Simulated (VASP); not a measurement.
# WC (Cmmm) in VASP: settings compared

WC is run at these levels: LDA, PBEsol; tasks: single point.

Program: VASP 6.6.1. These are calculated values, not measurements. Logs are shortened: lines on timing, memory, paths and dates and some standing lists are left out, and cuts for length are marked.

## Step 1: The cell of the first run

Symmetry: Cmmm, No. 65, orthorhombic system. Conventional cell: a = 2.924 Å, b = 5.100 Å, c = 2.986 Å, α = 90.00°, β = 90.00°, γ = 90.00°. Within 2.8 Å of W (site symmetry mmm) lie 4 C at 2.09 Å. Within 2.8 Å of C (site symmetry mmm) lie 4 W at 2.09 Å.

## Step 2: Single point, LDA

Input file INCAR:

```
PREC = Accurate
ENCUT = 520
EDIFF = 1E-7
ISMEAR = -1
SIGMA = 0.05
LREAL = F
LASPH = T
NELM = 80
ALGO = Normal
ISIF = 2
LWAVE = F
LCHARG = F
NBANDS = 16
```

Input file KPOINTS:

```
regular mesh
0
Gamma
  10 10 6
```

Input file POSCAR:

```
WC
1.0
    1.4620012811     -2.5498076582      0.0000000000
    1.4620012811      2.5498076582      0.0000000000
    0.0000000000      0.0000000000      2.9857127192
W C
1 1
Direct
    0.5000000000      0.5000000000      0.5000000000
    0.0000000000      0.0000000000      0.0000000000
```

Potentials or basis: VASP PAW LDA potentials, release 64 (W_sv, C).

On the command line:

```console
$ cat potpaw_LDA.64/W_sv/POTCAR potpaw_LDA.64/C/POTCAR > POTCAR
$ mpirun -np 1 vasp_std > vasp.out
```

OUTCAR:

```text
PREC = Accurate
   ENCUT = 520
   EDIFF = 1E-7
   ISMEAR = -1
   LREAL = F
   LASPH = T
   NELM = 80
   ISIF = 2

 ion  position               nearest neighbor table
   1  0.500  0.500  0.500-   2 2.09   2 2.09   2 2.09   2 2.09
   2  0.000  0.000  0.000-   1 2.09   1 2.09   1 2.09   1 2.09

  LATTYP: Found a base centered orthorhombic cell.
 ALAT       =     2.9240025622
 B/A-ratio  =     1.7440529575
 C/A-ratio  =     1.0211046864

  Lattice vectors:

 A1 = (   1.4620012811,  -2.5498076582,   0.0000000000)
 A2 = (   1.4620012811,   2.5498076582,   0.0000000000)
 A3 = (   0.0000000000,   0.0000000000,   2.9857127192)

Analysis of symmetry for initial positions (statically):
=====================================================================
 Subroutine PRICEL returns:
 Original cell was already a primitive cell.

 Routine SETGRP: Setting up the symmetry group for a
 base centered orthorhombic supercell.

 Subroutine GETGRP returns: Found  8 space group operations
 (whereof  8 operations were pure point group operations)
 out of a pool of  8 trial point group operations.

The static configuration has the point symmetry D_2h.

Analysis of symmetry for dynamics (positions and initial velocities):
=====================================================================
 Subroutine PRICEL returns:
 Original cell was already a primitive cell.

 Routine SETGRP: Setting up the symmetry group for a
 base centered orthorhombic supercell.

 Subroutine GETGRP returns: Found  8 space group operations
 (whereof  8 operations were pure point group operations)
 out of a pool of  8 trial point group operations.

The dynamic configuration has the point symmetry D_2h.

 Subroutine INISYM returns: Found  8 space group operations
 (whereof  8 operations are pure point group operations),
 and found     1 'primitive' translations

----------------------------------------------------------------------------------------

                                     Primitive cell

  volume of cell :      22.2604

  direct lattice vectors                    reciprocal lattice vectors
     1.462001281 -2.549807658  0.000000000     0.341996964 -0.196093222  0.000000000
     1.462001281  2.549807658  0.000000000     0.341996964  0.196093222  0.000000000
     0.000000000  0.000000000  2.985712719     0.000000000  0.000000000  0.334928405

  length of vectors
     2.939211942  2.939211942  2.985712719     0.394226427  0.394226427  0.334928405

  position of ions in fractional coordinates (direct lattice)
     0.500000000  0.500000000  0.500000000
     0.000000000  0.000000000  0.000000000

  ion indices of the primitive-cell ions
   primitive index   ion index
                 1           1
                 2           2

----------------------------------------------------------------------------------------

 KPOINTS: regular mesh

Automatic generation of k-mesh.
 Grid dimensions read from file:
 generate k-points for:   10   10    6

 Generating k-lattice:

  Cartesian coordinates                     Fractional coordinates (reciprocal lattice)
     0.034199696 -0.019609322  0.000000000     0.100000000  0.000000000  0.000000000
     0.034199696  0.019609322  0.000000000     0.000000000  0.100000000  0.000000000
     0.000000000  0.000000000  0.055821401     0.000000000  0.000000000  0.166666667

  Length of vectors
     0.039422643  0.039422643  0.055821401

  Shift w.r.t. Gamma in fractional coordinates (k-lattice)
     0.000000000  0.000000000  0.000000000

 Subroutine IBZKPT returns following result:
 ===========================================

 Found    124 irreducible k-points:

 Following reciprocal coordinates:
            Coordinates               Weight
  0.000000  0.000000  0.000000      1.000000
  0.100000  0.000000  0.000000      4.000000
  0.200000  0.000000  0.000000      4.000000
  0.300000  0.000000  0.000000      4.000000
  0.400000  0.000000  0.000000      4.000000
  0.500000  0.000000  0.000000      2.000000
[... 16 lines left out ...]
  0.300000  0.300000  0.000000      2.000000
  0.400000  0.300000  0.000000      4.000000
 [... further k-points ...]
   k-points           NKPTS =    124   k-points in BZ     NKDIM =    124   number of bands    NBANDS=     16
   number of dos      NEDOS =    301   number of ions     NIONS =      2
   total plane-waves  NPLWV =  13824
   dimension x,y,z NGX =    24 NGY =   24 NGZ =   24
   dimension x,y,z NGXF=    48 NGYF=   48 NGZF=   48
   ions per type =               1   1
   NGX,Y,Z   is equivalent  to a cutoff of  13.57, 13.57, 13.36 a.u.
   NGXF,Y,Z  is equivalent  to a cutoff of  27.15, 27.15, 26.73 a.u.
 SYSTEM =  unknown system
   PREC   = accura    normal or accurate (medium, high low for compatibility)
   ISTART =      0    job   : 0-new  1-cont  2-samecut
   ICHARG =      2    charge: 1-file 2-atom 10-const
   ISPIN  =      1    spin polarized calculation?
   LNONCOLLINEAR =      F non collinear calculations
   LSORBIT =      F    spin-orbit coupling
   LASPH  =      T    aspherical Exc in radial PAW
   ENCUT  =  520.0 eV  38.22 Ry    6.18 a.u.   5.46  5.46  5.55*2*pi/ulx,y,z
   NELM   =     80;   NELMIN=  2; NELMDL= -5     # of ELM steps
   EDIFF  = 0.1E-06   stopping-criterion for ELM
   LREAL  =      F    real-space projection
   EDIFFG = 0.1E-05   stopping-criterion for IOM
   NSW    =      0    number of steps for IOM
   IBRION =     -1    ionic relax: 0-MD 1-quasi-New 2-CG
   NFREE  =      0    steps in history (QN), initial steepest desc. (CG)
   ISIF   =      2    stress and relaxation
   ISYM   =      2    0-nonsym 1-usesym 2-fastsym
   POTIM  = 0.5000    time-step for ionic-motion
   TEBEG  =    0.0;   TEEND  =   0.0 temperature during run
   PSTRESS=    0.0 pullay stress
   NELECT =      18.0000    total number of electrons
   NUPDOWN=      -1.0000    fix difference up-down
   EMIN   =  10.00;   EMAX   =-10.00  energy-range for DOS
   EFERMI =   0.00;   METHOD = LEGACY
   ISMEAR =    -1;   SIGMA  =   0.05  broadening in eV -4-tet -1-fermi 0-gaus
   EFERMI_NEDOS =   21; number of points for ismear=-14 and -15
   IALGO  =     38    algorithm
   IMIX   =      4    mixing-type and parameters
     AMIX     =   0.40;   BMIX     =  1.00
     AMIX_MAG =   1.60;   BMIX_MAG =  1.00
  volume/ion in A,a.u.               =      11.13        75.11
  Fermi-wavevector in a.u.,A,eV,Ry     =   1.525181  2.882173 31.649544  2.326176
  Thomas-Fermi vector in A             =   2.633386
   LORBIT       =      0    0 simple, 1 ext, 2 COOP (PROOUT), +10 PAW based schemes
   GGA     = CA    functional components
   LHFCALC =     F    Hartree Fock is set to
   AEXX    =    0.0000 exact exchange contribution
   IVDW    =     0    specifies the selected vdW correction
   LEPSILON=     F    determine dielectric tensor
   LRPA    =     F    only Hartree local field effects (RPA)
 non-spin polarized calculation
  energy-cutoff  :      520.00
  volume of cell :       22.26
 maximum number of plane-waves:       623
 NGX is ok and might be reduce to    24
   NGX = 11   NGY = 11   NGZ = 11

 number of electron      18.0000004 magnetization

 Free energy of the ion-electron system (eV)
  ---------------------------------------------------
  ext. energy  EPLUGINS =         0.00000000
  ---------------------------------------------------
  free energy    TOTEN  =       -22.77688375 eV

  energy without entropy =      -22.76698467  energy(sigma->0) =      -22.77193421

 E-fermi :  10.7327     XC(G=0): -13.5472

 val. band max:       10.7129709029   @ k =  -0.4000   0.3000   0.0000
 cond. band min:      10.7360663086   @ k =   0.3000   0.1000   0.0000
 fundamental gap:      0.0230954057
 Fermi energy:        10.7326635124

 k-point     1 :       0.0000    0.0000    0.0000
  band No.  band energies     occupation
      1     -63.3178      2.00000
      2     -27.7787      2.00000
      3     -27.6112      2.00000
      4     -27.3560      2.00000
      5      -3.9602      2.00000
      6       5.7700      2.00000
[... 8 lines left out ...]
     15      25.3931      0.00000
     16      27.1162      0.00000

 k-point     2 :       0.1000    0.0000    0.0000
  band No.  band energies     occupation
      1     -63.3127      2.00000
      2     -27.7673      2.00000
      3     -27.6789      2.00000
      4     -27.3826      2.00000
      5      -3.6861      2.00000
      6       5.8709      2.00000
[... 8 lines left out ...]
     15      24.7451      0.00000
     16      27.2085      0.00000

 k-point     3 :       0.2000    0.0000    0.0000
  band No.  band energies     occupation
      1     -63.2992      2.00000
      2     -27.8628      2.00000
      3     -27.7372      2.00000
      4     -27.4409      2.00000
      5      -2.9090      2.00000
      6       5.8833      2.00000
[... 8 lines left out ...]
     15      23.0499      0.00000
     16      26.9983      0.00000

 k-point     4 :       0.3000    0.0000    0.0000
  band No.  band energies     occupation
      1     -63.2825      2.00000
      2     -28.0914      2.00000
      3     -27.6998      2.00000
      4     -27.5036      2.00000
      5      -1.7416      2.00000
      6       4.8503      2.00000
[... 8 lines left out ...]
     15      22.5575      0.00000
     16      26.1440      0.00000
[... 324 lines left out ...]
 k-point    22 :      -0.2000    0.2000    0.0000
  band No.  band energies     occupation
      1     -63.3007      2.00000
      2     -27.7488      2.00000
      3     -27.6671      2.00000
      4     -27.6015      2.00000
      5      -3.2852      2.00000
      6       6.3274      2.00000
[... 8 lines left out ...]
     15      23.4099      0.00000
     16      28.0201      0.00000

 k-point    23 :       0.3000    0.3000    0.0000
  band No.  band energies     occupation
      1     -63.2588      2.00000
      2     -28.2412      2.00000
      3     -27.7602      2.00000
      4     -27.6515      2.00000
      5       0.6555      2.00000
      6       3.0016      2.00000
[... 8 lines left out ...]
     15      23.1750      0.00000
     16      24.1911      0.00000

 k-point    24 :       0.4000    0.3000    0.0000
  band No.  band energies     occupation
      1     -63.2599      2.00000
      2     -28.1310      2.00000
      3     -27.8477      2.00000
      4     -27.6601      2.00000
      5      -0.2099      2.00000
      6       4.0778      2.00000
[... 8 lines left out ...]
     15      23.1588      0.00000
     16      25.4995      0.00000

 [... further k-points ...]
[... 5 lines left out ...]
  --------------------------------------------------------------------------------------
  -------------------------------------------------------------------------------------
  Total        0.3613209      0.1229753      0.3393861      0.0000000      0.0000000      0.0000000
  in kB       26.0058175      8.8510589     24.4270728      0.0000000      0.0000000      0.0000000
  external PRESSURE =      19.7613164 kB  Pullay stress =       0.0000000 kB

 VOLUME and BASIS-vectors are now :
 -----------------------------------------------------------------------------
  energy-cutoff  :      520.00
  volume of cell :       22.26
      direct lattice vectors                 reciprocal lattice vectors
     1.462001281 -2.549807658  0.000000000     0.341996964 -0.196093222  0.000000000
     1.462001281  2.549807658  0.000000000     0.341996964  0.196093222  0.000000000
     0.000000000  0.000000000  2.985712719     0.000000000  0.000000000  0.334928405

 POSITION                                       TOTAL-FORCE (eV/Angst)
 -----------------------------------------------------------------------------------
      1.46200      0.00000      1.49286         0.000000      0.000000      0.000000
      0.00000      0.00000      0.00000         0.000000     -0.000000      0.000000
 -----------------------------------------------------------------------------------
    total drift:                                0.000000     -0.000000     -0.000000

  FREE ENERGIE OF THE ION-ELECTRON SYSTEM (eV)
  ---------------------------------------------------
  free  energy   TOTEN  =       -22.7768837455 eV

  energy  without entropy=      -22.7669846662  energy(sigma->0) =      -22.77193421
```

Run time: 12 s. Hardware: 1 thread of Intel Xeon 6975P-C (Granite Rapids), shared host; peak memory 0.16 GiB.

What came out:

```yaml
Free_energy: -22.7769 eV
Pressure: 2.0 GPa
Band_gap_on_the_k_mesh: zero (bands 9 and 10 overlap by 3.47 eV)
```

Stress tensor (GPa, compression positive):
```
2.60 0.00 0.00
0.00 0.89 0.00
0.00 0.00 2.44
```

Levels at points of the mesh, in eV from the Fermi level:
```
           k point  band 7  band 8  band 9  band 10  band 11  band 12
(0.00, 0.00, 0.00)   -2.42   -1.33   -1.21     0.12     0.40     1.42
(0.50, 0.00, 0.00)   -6.09   -6.07    1.47     2.83     3.38     5.29
(0.50, 0.50, 0.00)   -4.27   -1.01   -0.96    -0.42     0.73     3.49
(0.00, 0.00, 0.50)   -5.05   -2.32   -0.93    -0.75     2.58     3.30
(0.50, 0.00, 0.50)   -3.93   -3.15   -1.44    -0.29     3.50     3.84
(0.50, 0.50, 0.50)   -7.90   -5.99    2.62     2.89     3.74     5.70
```

Caveat: spin-orbit coupling is left out, which moves the levels of the heavy elements.

## Step 3: Single point, PBEsol

This run uses another cell than the first one, of 11.32 Å³/atom.

Input file INCAR:

```
SYSTEM = WC
ALGO     = Normal         ! electronic algorithm
EDIFF    = 1E-6           ! SCF threshold, eV
ENCUT    = 520            ! plane-wave cutoff, eV
GGA      = PS             ! functional
ISIF     = 2              ! what is computed and relaxed
ISMEAR   = -1             ! smearing method
LASPH    = .True.         ! aspherical terms in the spheres
LCHARG   = .True.         ! write CHGCAR
LELF     = .True.         ! ELF
LREAL    = .False.        ! projectors in reciprocal space
LVHAR    = .True.       
LWAVE    = .False.        ! write WAVECAR
NBANDS   = 16             ! bands
NELM     = 80             ! most SCF steps
PREC     = Accurate       ! precision mode
SIGMA    = 0.05           ! smearing width, eV
```

Input file KPOINTS:

```
k-points
0
Gamma
  10 10 6
  0 0 0
```

Input file POSCAR:

```
WC
1.0
    1.4695673739     -2.5676225476      0.0000000000
    1.4695673739      2.5676225476      0.0000000000
    0.0000000000      0.0000000000      3.0005519365
W C
1 1
Direct
    0.5000000000      0.5000000000      0.5000000000
    0.0000000000      0.0000000000      0.0000000000
```

Potentials or basis: VASP PAW PBE potentials, release 64 (W_sv, C).

On the command line:

```console
$ cat potpaw_PBE.64/W_sv/POTCAR potpaw_PBE.64/C/POTCAR > POTCAR
$ mpirun -np 1 vasp_std > vasp.out
```

Run time: 12 s. Hardware: 1 thread of Intel Xeon 6975P-C (Granite Rapids), shared host; peak memory 0.17 GiB.

The run converged. Its results:

```
Free energy            : -22.0123 eV
Pressure               : 0.8 GPa
Band gap on the k mesh : zero (bands 9 and 10 overlap by 3.23 eV)
```

Stress tensor (GPa, compression positive):
```
1.02 0.00 0.00
0.00 0.42 0.00
0.00 0.00 1.02
```

Levels at points of the mesh, in eV from the Fermi level:
```csv
k point,band 5,band 6,band 7,band 8,band 9,band 10,band 11,band 12,band 13,band 14
"(0.00, 0.00, 0.00)",-14.72,-4.88,-2.40,-1.27,-1.22,0.11,0.42,1.39,2.59,9.12
"(0.50, 0.00, 0.00)",-10.14,-8.56,-5.99,-5.98,1.46,2.80,3.36,5.17,5.61,9.82
"(0.50, 0.50, 0.00)",-12.72,-5.78,-4.20,-1.02,-0.91,-0.42,0.72,3.42,4.48,8.63
"(0.00, 0.00, 0.50)",-11.13,-9.05,-4.98,-2.28,-0.92,-0.69,2.55,3.31,8.89,11.19
"(0.50, 0.00, 0.50)",-12.43,-4.34,-3.96,-3.22,-1.42,-0.28,3.43,3.79,7.48,8.42
"(0.50, 0.50, 0.50)",-9.08,-8.14,-7.77,-5.91,2.43,2.85,3.66,5.65,5.96,9.41
```

Caveat: the PAW data sets were made with another functional, which shifts forces and pressure a little; spin-orbit coupling is left out, which moves the levels of the heavy elements.

[end of part 1 of 2]
